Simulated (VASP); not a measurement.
# ScNb (P-6m2) in VASP: notebook

Runs on ScNb. Level: PBEsol. Tasks: single point.

All numbers are computed with VASP 6.6.1; they aren't measurements. Logs are shortened: lines on timing, memory, paths and dates and some standing lists are left out, and cuts for length are marked.

### 1 The cell of the first run

Symmetry: P-6m2, No. 187, hexagonal system. The conventional cell has a = 2.808 Å, b = 2.808 Å, c = 4.726 Å, α = 90.00°, β = 90.00°, γ = 120.00°. Nb (site symmetry -6m2) has 6 Nb at 2.81 Å and 6 Sc at 2.87 Å within 3.7 Å. Within 3.7 Å of Sc (site symmetry -6m2) lie 6 Sc at 2.81 Å and 6 Nb at 2.87 Å.

### 2 Single point, PBEsol

File INCAR:

```
SYSTEM = ScNb
PREC = Accurate
ENCUT = 520
EDIFF = 1E-6
ISMEAR = -1
SIGMA = 0.05
LREAL = .FALSE.
LASPH = .TRUE.
NELM = 80
ALGO = Normal
ISIF = 2
LWAVE = .FALSE.
LCHARG = .TRUE.
GGA = PS
LELF = .TRUE.
LVHAR = .TRUE.
NBANDS = 19
```

File KPOINTS:

```
regular mesh
0
G
  10 10 5
  0 0 0
```

File POSCAR:

```
ScNb
1.0
    2.8075163349      0.0000000000      0.0000000000
   -1.4037581675      2.4313804676      0.0000000000
    0.0000000000      0.0000000000      4.7255046350
Nb Sc
1 1
Direct
    0.3333333333      0.6666666667      0.5000000000
    0.0000000000      0.0000000000      0.0000000000
```

Potentials or basis: VASP PAW PBE potentials, release 64 (Nb_sv, Sc_sv).

Launch:

```bash
> cat potpaw_PBE.64/Nb_sv/POTCAR potpaw_PBE.64/Sc_sv/POTCAR > POTCAR
> mpirun -np 1 vasp_std > vasp.out
```

OUTCAR:

```text
SYSTEM = ScNb
   PREC = Accurate
   ENCUT = 520
   EDIFF = 1E-6
   ISMEAR = -1
   LREAL = .FALSE.
   LASPH = .TRUE.
   NELM = 80
   ISIF = 2
   GGA = PS

 ion  position               nearest neighbor table
   1  0.333  0.667  0.500-   2 2.87   2 2.87   2 2.87   2 2.87   2 2.87   2 2.87
   2  0.000  0.000  0.000-   1 2.87   1 2.87   1 2.87   1 2.87   1 2.87   1 2.87

  LATTYP: Found a hexagonal cell.
 ALAT       =     2.8075163349
 C/A-ratio  =     1.6831619379

  Lattice vectors:

 A1 = (   2.8075163349,   0.0000000000,   0.0000000000)
 A2 = (  -1.4037581675,   2.4313804676,   0.0000000000)
 A3 = (   0.0000000000,   0.0000000000,   4.7255046350)

Analysis of symmetry for initial positions (statically):
=====================================================================
 Subroutine PRICEL returns:
 Original cell was already a primitive cell.

 Routine SETGRP: Setting up the symmetry group for a
 hexagonal supercell.

 Subroutine GETGRP returns: Found 12 space group operations
 (whereof 12 operations were pure point group operations)
 out of a pool of 24 trial point group operations.

The static configuration has the point symmetry D_3h.

Analysis of symmetry for dynamics (positions and initial velocities):
=====================================================================
 Subroutine PRICEL returns:
 Original cell was already a primitive cell.

 Routine SETGRP: Setting up the symmetry group for a
 hexagonal supercell.

 Subroutine GETGRP returns: Found 12 space group operations
 (whereof 12 operations were pure point group operations)
 out of a pool of 24 trial point group operations.

The dynamic configuration has the point symmetry D_3h.

 Subroutine INISYM returns: Found 12 space group operations
 (whereof 12 operations are pure point group operations),
 and found     1 'primitive' translations

----------------------------------------------------------------------------------------

                                     Primitive cell

  volume of cell :      32.2570

  direct lattice vectors                    reciprocal lattice vectors
     2.807516335  0.000000000  0.000000000     0.356186708  0.205644492  0.000000000
    -1.403758167  2.431380468  0.000000000     0.000000000  0.411288983  0.000000000
     0.000000000  0.000000000  4.725504635     0.000000000  0.000000000  0.211617611

  length of vectors
     2.807516335  2.807516335  4.725504635     0.411288983  0.411288983  0.211617611

  position of ions in fractional coordinates (direct lattice)
     0.333333333  0.666666667  0.500000000
     0.000000000  0.000000000  0.000000000

  ion indices of the primitive-cell ions
   primitive index   ion index
                 1           1
                 2           2

----------------------------------------------------------------------------------------

 KPOINTS: regular mesh

Automatic generation of k-mesh.
 Grid dimensions read from file:
 generate k-points for:   10   10    5

 Generating k-lattice:

  Cartesian coordinates                     Fractional coordinates (reciprocal lattice)
     0.035618671  0.020564449  0.000000000     0.100000000  0.000000000  0.000000000
     0.000000000  0.041128898  0.000000000     0.000000000  0.100000000  0.000000000
     0.000000000  0.000000000  0.042323522     0.000000000  0.000000000  0.200000000

  Length of vectors
     0.041128898  0.041128898  0.042323522

  Shift w.r.t. Gamma in fractional coordinates (k-lattice)
     0.000000000  0.000000000  0.000000000

 Subroutine IBZKPT returns following result:
 ===========================================

 Found     42 irreducible k-points:

 Following reciprocal coordinates:
            Coordinates               Weight
  0.000000  0.000000  0.000000      1.000000
  0.100000  0.000000  0.000000      6.000000
  0.200000  0.000000  0.000000      6.000000
  0.300000  0.000000  0.000000      6.000000
  0.400000  0.000000  0.000000      6.000000
  0.500000  0.000000  0.000000      3.000000
[... 16 lines left out ...]
  0.300000  0.100000  0.200000     24.000000
  0.400000  0.100000  0.200000     24.000000
 [... further k-points ...]
   k-points           NKPTS =     42   k-points in BZ     NKDIM =     42   number of bands    NBANDS=     19
   number of dos      NEDOS =    301   number of ions     NIONS =      2
   total plane-waves  NPLWV =  20736
   dimension x,y,z NGX =    24 NGY =   24 NGZ =   36
   dimension x,y,z NGXF=    48 NGYF=   48 NGZF=   72
   ions per type =               1   1
   NGX,Y,Z   is equivalent  to a cutoff of  14.21, 14.21, 12.67 a.u.
   NGXF,Y,Z  is equivalent  to a cutoff of  28.42, 28.42, 25.33 a.u.
 SYSTEM =  ScNb
   PREC   = accura    normal or accurate (medium, high low for compatibility)
   ISTART =      0    job   : 0-new  1-cont  2-samecut
   ICHARG =      2    charge: 1-file 2-atom 10-const
   ISPIN  =      1    spin polarized calculation?
   LNONCOLLINEAR =      F non collinear calculations
   LSORBIT =      F    spin-orbit coupling
   LASPH  =      T    aspherical Exc in radial PAW
   ENCUT  =  520.0 eV  38.22 Ry    6.18 a.u.   5.22  5.22  8.79*2*pi/ulx,y,z
   NELM   =     80;   NELMIN=  2; NELMDL= -5     # of ELM steps
   EDIFF  = 0.1E-05   stopping-criterion for ELM
   LREAL  =      F    real-space projection
   EDIFFG = 0.1E-04   stopping-criterion for IOM
   NSW    =      0    number of steps for IOM
   IBRION =     -1    ionic relax: 0-MD 1-quasi-New 2-CG
   NFREE  =      0    steps in history (QN), initial steepest desc. (CG)
   ISIF   =      2    stress and relaxation
   ISYM   =      2    0-nonsym 1-usesym 2-fastsym
   POTIM  = 0.5000    time-step for ionic-motion
   TEBEG  =    0.0;   TEEND  =   0.0 temperature during run
   PSTRESS=    0.0 pullay stress
   NELECT =      24.0000    total number of electrons
   NUPDOWN=      -1.0000    fix difference up-down
   EMIN   =  10.00;   EMAX   =-10.00  energy-range for DOS
   EFERMI =   0.00;   METHOD = LEGACY
   ISMEAR =    -1;   SIGMA  =   0.05  broadening in eV -4-tet -1-fermi 0-gaus
   EFERMI_NEDOS =   21; number of points for ismear=-14 and -15
   IALGO  =     38    algorithm
   IMIX   =      4    mixing-type and parameters
     AMIX     =   0.40;   BMIX     =  1.00
     AMIX_MAG =   1.60;   BMIX_MAG =  1.00
  volume/ion in A,a.u.               =      16.13       108.84
  Fermi-wavevector in a.u.,A,eV,Ry     =   1.483443  2.803300 29.941011  2.200602
  Thomas-Fermi vector in A             =   2.597104
   LORBIT       =      0    0 simple, 1 ext, 2 COOP (PROOUT), +10 PAW based schemes
   GGA     = PS    functional components
   LHFCALC =     F    Hartree Fock is set to
   AEXX    =    0.0000 exact exchange contribution
   IVDW    =     0    specifies the selected vdW correction
   LEPSILON=     F    determine dielectric tensor
   LRPA    =     F    only Hartree local field effects (RPA)
 non-spin polarized calculation
  energy-cutoff  :      520.00
  volume of cell :       32.26
 maximum number of plane-waves:       882
 NGX is ok and might be reduce to    24
   NGX = 11   NGY = 11   NGZ = 17

 number of electron      24.0000002 magnetization

 Free energy of the ion-electron system (eV)
  ---------------------------------------------------
  ext. energy  EPLUGINS =         0.00000000
  ---------------------------------------------------
  free energy    TOTEN  =       -16.52193764 eV

  energy without entropy =      -16.50294169  energy(sigma->0) =      -16.51243966

 E-fermi :   9.7171     XC(G=0): -12.5502

 val. band max:        9.6861192267   @ k =   0.3000   0.2000   0.0000
 cond. band min:       9.7224336968   @ k =   0.2000   0.0000   0.4000
 fundamental gap:      0.0363144700
 Fermi energy:         9.7171376096

 k-point     1 :       0.0000    0.0000    0.0000
  band No.  band energies     occupation
      1     -44.5520      2.00000
      2     -38.5176      2.00000
      3     -20.9403      2.00000
      4     -19.8020      2.00000
      5     -19.8020      2.00000
      6     -17.1563      2.00000
[... 11 lines left out ...]
     18      12.6609      0.00000
     19      15.0566      0.00000

 k-point     2 :       0.1000    0.0000    0.0000
  band No.  band energies     occupation
      1     -44.5270      2.00000
      2     -38.4950      2.00000
      3     -20.9035      2.00000
      4     -19.9659      2.00000
      5     -19.8387      2.00000
      6     -17.1527      2.00000
[... 11 lines left out ...]
     18      12.4195      0.00000
     19      15.2016      0.00000

 k-point     3 :       0.2000    0.0000    0.0000
  band No.  band energies     occupation
      1     -44.4608      2.00000
      2     -38.4353      2.00000
      3     -20.8054      2.00000
      4     -20.3817      2.00000
      5     -19.9334      2.00000
      6     -17.1439      2.00000
[... 11 lines left out ...]
     18      13.2044      0.00000
     19      15.4398      0.00000

 k-point     4 :       0.3000    0.0000    0.0000
  band No.  band energies     occupation
      1     -44.3777      2.00000
      2     -38.3605      2.00000
      3     -20.8722      2.00000
      4     -20.6809      2.00000
      5     -20.0482      2.00000
      6     -17.5004      2.00000
[... 11 lines left out ...]
     18      14.3295      0.00000
     19      15.5895      0.00000

 k-point     5 :       0.4000    0.0000    0.0000
  band No.  band energies     occupation
      1     -44.3093      2.00000
      2     -38.2992      2.00000
      3     -21.2527      2.00000
      4     -20.5772      2.00000
      5     -20.1392      2.00000
      6     -17.8021      2.00000
[... 11 lines left out ...]
     18      15.4657      0.00000
     19      15.6475      0.00000

 k-point     6 :       0.5000    0.0000    0.0000
  band No.  band energies     occupation
      1     -44.2829      2.00000
      2     -38.2756      2.00000
      3     -21.3945      2.00000
      4     -20.5368      2.00000
      5     -20.1736      2.00000
      6     -17.9148      2.00000
[... 11 lines left out ...]
     18      16.1076      0.00000
     19      17.0717      0.00000

 k-point     7 :       0.1000    0.1000    0.0000
  band No.  band energies     occupation
      1     -44.4814      2.00000
      2     -38.4538      2.00000
      3     -20.8360      2.00000
      4     -20.2427      2.00000
      5     -19.9174      2.00000
      6     -17.1465      2.00000
[... 11 lines left out ...]
     18      13.0129      0.00000
     19      15.2899      0.00000

 k-point     8 :       0.2000    0.1000    0.0000
  band No.  band energies     occupation
      1     -44.4066      2.00000
      2     -38.3865      2.00000
      3     -20.7245      2.00000
      4     -20.6657      2.00000
      5     -20.0528      2.00000
      6     -17.3364      2.00000
[... 256 lines left out ...]
 k-point    20 :       0.5000    0.0000    0.2000
  band No.  band energies     occupation
      1     -44.2828      2.00000
      2     -38.2757      2.00000
      3     -21.4053      2.00000
      4     -20.5505      2.00000
      5     -20.1714      2.00000
      6     -17.8902      2.00000
[... 11 lines left out ...]
     18      16.0818      0.00000
     19      16.3854      0.00000

 k-point    21 :       0.1000    0.1000    0.2000
  band No.  band energies     occupation
      1     -44.4807      2.00000
      2     -38.4558      2.00000
      3     -20.8003      2.00000
      4     -20.2465      2.00000
      5     -19.9164      2.00000
      6     -17.2012      2.00000
[... 11 lines left out ...]
     18      13.2087      0.00000
     19      15.1722      0.00000

 k-point    22 :       0.2000    0.1000    0.2000
  band No.  band energies     occupation
      1     -44.4061      2.00000
      2     -38.3878      2.00000
      3     -20.7175      2.00000
      4     -20.6609      2.00000
      5     -20.0516      2.00000
      6     -17.3320      2.00000
[... 11 lines left out ...]
     18      14.0531      0.00000
     19      15.2245      0.00000

 k-point    23 :       0.3000    0.1000    0.2000
  band No.  band energies     occupation
      1     -44.3303      2.00000
      2     -38.3188      2.00000
      3     -21.0817      2.00000
      4     -20.6089      2.00000
      5     -20.1850      2.00000
      6     -17.6405      2.00000
[... 11 lines left out ...]
     18      14.9339      0.00000
     19      15.8051      0.00000

 k-point    24 :       0.4000    0.1000    0.2000
  band No.  band energies     occupation
      1     -44.2829      2.00000
      2     -38.2757      2.00000
      3     -21.3256      2.00000
      4     -20.5501      2.00000
      5     -20.2661      2.00000
      6     -17.8276      2.00000
[... 11 lines left out ...]
     18      15.7284      0.00000
     19      16.8078      0.00000

 [... further k-points ...]

------------------------ aborting loop because EDIFF is reached ----------------------------------------

  FORCE on cell =-STRESS in cart. coord.  units (eV):
  Direction    XX          YY          ZZ          XY          YZ          ZX
  --------------------------------------------------------------------------------------
  -------------------------------------------------------------------------------------
  Total        6.0384067      6.0384067      6.0748330     -0.0000000     -0.0000000      0.0000000
  in kB      299.9228340    299.9228340    301.7321027     -0.0000000     -0.0000000      0.0000000
  external PRESSURE =     300.5259235 kB  Pullay stress =       0.0000000 kB

 VOLUME and BASIS-vectors are now :
 -----------------------------------------------------------------------------
  energy-cutoff  :      520.00
  volume of cell :       32.26
      direct lattice vectors                 reciprocal lattice vectors
     2.807516335  0.000000000  0.000000000     0.356186708  0.205644492  0.000000000
    -1.403758167  2.431380468  0.000000000     0.000000000  0.411288983  0.000000000
     0.000000000  0.000000000  4.725504635     0.000000000  0.000000000  0.211617611

 POSITION                                       TOTAL-FORCE (eV/Angst)
 -----------------------------------------------------------------------------------
     -0.00000      1.62092      2.36275         0.000000      0.000000      0.000000
      0.00000      0.00000      0.00000        -0.000000      0.000000      0.000000
 -----------------------------------------------------------------------------------
    total drift:                                0.000000     -0.000000     -0.000000

  FREE ENERGIE OF THE ION-ELECTRON SYSTEM (eV)
  ---------------------------------------------------
  free  energy   TOTEN  =       -16.5219376365 eV

  energy  without entropy=      -16.5029416892  energy(sigma->0) =      -16.51243966
```

Run time: 37 s. Hardware: 1 thread of Intel Xeon 8259CL, shared host; peak memory 0.17 GiB.

What came out:

```
Free energy            : -16.5219 eV
Pressure               : 30.1 GPa
Band gap on the k mesh : zero (bands 12 and 13 overlap by 1.29 eV)
```

Stress tensor (GPa, compression positive):
```
29.99  0.00  0.00
 0.00 29.99  0.00
 0.00  0.00 30.17
```

Caveat: the cell stands under pressure; the PAW data sets were made with another functional, which shifts forces and pressure a little.

(Continued in part 2 of 2.)
